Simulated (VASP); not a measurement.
Wanted: the native input for a VASP 6.6.1 run.

```
Task                   : relaxation of cell and atoms
Functional             : PBEsol
Potentials or basis    : VASP PAW PBE potentials, release 64 (Zn, O)
Cutoff                 : 600 eV
k mesh                 : 8 × 8 × 4
Occupations            : gaussian, width 0.01 eV
Spin                   : no spin polarisation
Target pressure        : 4 GPa
Dipole correction      : no
Further INCAR settings : ALGO = Normal; EDIFF = 1e-06; IBRION = 2; EDIFFG = -0.002; NSW = 100; ISIF = 3
```

The structure of ZnO lies in POSCAR:

```
ZnO
1.0
    3.2300090304      0.0000000000      0.0000000000
   -1.6150045152      2.7972698748      0.0000000000
    0.0000000000      0.0000000000      5.2143445338
Zn O
2 2
Direct
    0.3333333333      0.6666666667      0.5000406004
    0.6666666667      0.3333333333      0.0000406004
    0.6666666667      0.3333333333      0.3789693995
    0.3333333333      0.6666666667      0.8789693996
```

These files were run (other wordings do the same):

INCAR

```
SYSTEM = ZnO
ALGO = Normal
EDIFF = 1E-6
EDIFFG = -0.002
ENCUT = 600
GGA = PS
IBRION = 2
ISIF = 3
ISMEAR = 0
LASPH = .True.
LCHARG = .False.
LREAL = .False.
LWAVE = .False.
NELM = 60
NSW = 100
PREC = Accurate
PSTRESS = 40.0
SIGMA = 0.01
```

KPOINTS

```
k-points
0
Gamma
  8 8 4
  0 0 0
```

Potentials or basis: VASP PAW PBE potentials, release 64 (Zn, O).

Command:

```bash
$ cat potpaw_PBE.64/Zn/POTCAR potpaw_PBE.64/O/POTCAR > POTCAR
$ mpirun -np 1 vasp_std > vasp.out
```

It gave:

```yaml
Relaxed_volume: 11.54 Å³/atom
Relaxed_cell: a = 3.208 Å, b = 3.208 Å, c = 5.179 Å, α = 90.00°, β = 90.00°, γ = 120.00°
Space_group_after_relaxing_to_0.1_Å: P6_3mc (No. 186)
Energy_change_on_relaxing_the_run_minimises_the_enthalpy: +3.5 meV/atom
Ionic_steps: 3
Pressure_after_relaxing: 4.0 GPa
Band_gap_on_the_k_mesh: 0.72 eV
```

Caveat: the cell is relaxed towards a set pressure, so the run minimises the enthalpy, not the energy; the PAW data sets were made with another functional, which shifts forces and pressure a little.

It took 2.1 min on 1 thread of Intel Xeon 8259CL (shared host), peak memory 0.21 GiB.
